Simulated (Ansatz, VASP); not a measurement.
# Two plane-wave programs on SiC

```
Si C
1.0
     0.00000    2.23097    2.23097
     2.23097    0.00000    2.23097
     2.11644    2.11644    0.11452
Si C
1 1
Cartesian
  0.0000 0.0000 0.0000
  3.2606 3.2606 3.4323
```

Alike in both runs: task single point; functional PBE; k mesh 12 × 12 × 12; occupations gaussian, width 0.05 eV; no spin polarisation.

```csv
,VASP,Ansatz
version,VASP 6.6.1,Ansatz 0.2.0
potentials or method,"VASP PAW PBE potentials, release 64 (Si, C), cutoff 520 eV","scalar-relativistic, plane waves, PAW"
valence electrons in the cell,8,8
```

```tsv
	VASP	Ansatz	Ansatz less VASP
gap on the k mesh at the Fermi level (eV)	1.01	1.02	+0.008
least direct gap on the mesh (eV)	3.96	3.97	+0.006
pressure (GPa)	7.5	7.5	+0.06
traceless stress, the component that is largest in VASP (GPa)	16.02	15.97	-0.049
rms of the force components (eV/Å)	0.684	0.685	+0.0013
```

Atom by atom the forces differ by 0.001 eV/Å (rms over components). The functional is the same, so the differences come from potentials, cutoffs and numerics.
